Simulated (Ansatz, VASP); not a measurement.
**Two plane-wave programs on WF3**

```
W F
1.0
     2.86900    1.65642    2.49832
    -2.86900    1.65642    2.49832
     0.00000   -3.31284    2.49832
W F
1 3
Direct
  0.00000 0.00000 0.00000
  0.00000 0.00000 0.50000
  0.50000 0.00000 0.00000
  0.00000 0.50000 0.00000
```

Alike in both runs: functional PBE; k mesh 6 × 6 × 6; occupations gaussian, width 0.1 eV; collinear spin.

Ansatz relaxed the structure, and its values are those at the end. VASP's run is a single point on that final structure, the one shown.

|  | VASP | Ansatz |
| --- | --- | --- |
| version | VASP 6.6.1 | Ansatz 0.2.0 |
| potentials or method | VASP PAW PBE potentials, release 64 (W_sv, F), cutoff 520 eV | scalar-relativistic, plane waves, PAW |
| valence electrons in the cell | 35 | 35 |

|  | VASP | Ansatz | Ansatz less VASP |
| --- | --- | --- | --- |
| gap on the k mesh at the Fermi level (eV) | 0.10 | 0.11 | +0.011 |
| least direct gap on the mesh (eV) | 1.12 | 1.13 | +0.013 |
| pressure (GPa) | 0.8 | 0.2 | -0.64 |
| net moment per atom (μB) | 0.75 | 0.75 | 0.000 |
| size of the moment on the site where the two differ most (μB) | 2.39 | 1.48 | -0.912 |

Site moments also hang on the region over which each program counts them. Ansatz's warnings: no starting moments.

Neither program's run includes spin-orbit coupling.
